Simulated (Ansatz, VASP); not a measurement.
CsPbSe3: VASP beside Ansatz

```
Cs Pb Se
1.0
     7.09005    0.00000    0.00000
    -3.54502    6.14016    0.00000
     0.00000    0.00000    7.45735
Cs Pb Se
2 2 6
Direct
  0.33333 0.66667 0.75000
  0.66667 0.33333 0.25000
  0.00000 0.00000 0.00000
  0.00000 0.00000 0.50000
  0.80397 0.60793 0.75000
  0.39207 0.19603 0.75000
  0.80397 0.19603 0.75000
  0.19603 0.39207 0.25000
  0.60793 0.80397 0.25000
  0.19603 0.80397 0.25000
```

Alike in both runs: functional PBE; k mesh 6 × 6 × 6; occupations gaussian, width 0.1 eV; no spin polarisation.

Ansatz relaxed the structure, and its values are those at the end. VASP's run is a single point on that final structure, the one shown.

|  | VASP | Ansatz |
| --- | --- | --- |
| version | VASP 6.6.1 | Ansatz 0.2.0 |
| potentials or method | VASP PAW PBE potentials, release 64 (Cs_sv, Pb_d, Se), cutoff 520 eV | scalar-relativistic, plane waves, PAW |
| valence electrons in the cell | 82 | 142 |

|  | VASP | Ansatz | Ansatz less VASP |
| --- | --- | --- | --- |
| gap on the k mesh at the Fermi level (eV) | none | none | - |
| pressure (GPa) | 0.0 | 0.0 | -0.04 |

A gap of «none» marks a metal or a gap that the smearing closes. VASP's potentials hold 82 valence electrons a cell and Ansatz's 142, so a difference there can come from the potentials and not from the codes.

Spin-orbit coupling is off throughout.
